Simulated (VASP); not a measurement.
Crystal: Ge.

```
Ge
1.0
     0.00000    2.83687    2.83687
     2.83687    0.00000    2.83687
     2.83687    2.83687    0.00000
Ge
2
Direct
  0.00000 0.00000 0.00000
  0.25000 0.25000 0.25000
```

Base run:

```yaml
Program: VASP 6.6.1
Functional: r2SCAN
Potentials_or_basis: VASP PAW PBE potentials, release 64 (Ge_d)
Cutoff: 520 eV
k_mesh: 8 × 8 × 8
Occupations: fermi-dirac, width 0.02 eV
Spin: no spin polarisation
```

Its results: band gap on the k mesh 0.32 eV, direct; pressure 0.0 GPa.

**Question.** The run is repeated on the same cell with these changes: functional from r2SCAN to PBE; further incar settings from ALGO = Normal; EDIFF = 1e-07; NBANDS = 21 to ALGO = Normal; EDIFF = 1e-06; NBANDS = 21. What comes out?

**Answer.** Band gap on the k mesh zero (filled and empty bands touch); pressure 2.9 GPa.

Caveats: the PAW data sets were made with another functional, which shifts forces and pressure a little (some runs).

A k mesh can miss the band edges.
